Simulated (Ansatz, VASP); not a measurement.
# RbBr: VASP beside Ansatz

```
CELL_PARAMETERS angstrom
3.35643 3.35643 0.00000
-3.35643 3.35643 0.00000
0.00000 3.35643 3.43782
ATOMIC_POSITIONS crystal
Rb 0.00000 0.00000 0.00000
Br 0.50000 0.50000 0.00000
```

Change from the starting cell: film at in-plane strain -0.02.

Alike in both runs: task single point; functional PBEsol; k mesh 6 × 6 × 6; non-collinear spin, spin-orbit coupling.

|  | VASP | Ansatz |
| --- | --- | --- |
| version | VASP 6.6.1 | Ansatz 0.2.0 |
| potentials or method | VASP PAW PBE potentials, release 64 (Rb_sv, Br), cutoff 520 eV | all-electron LAPW |
| occupations | gaussian, width 0.01 eV | fixed |

```tsv
	VASP	Ansatz	Ansatz less VASP
pressure (GPa)	0.6	0.5	-0.05
traceless stress, the component that is largest in VASP (GPa)	-0.55	-0.54	+0.009
```

VASP's potentials were made for PBE, not for PBEsol. Ansatz ran all-electron here, and VASP with PAW potentials.
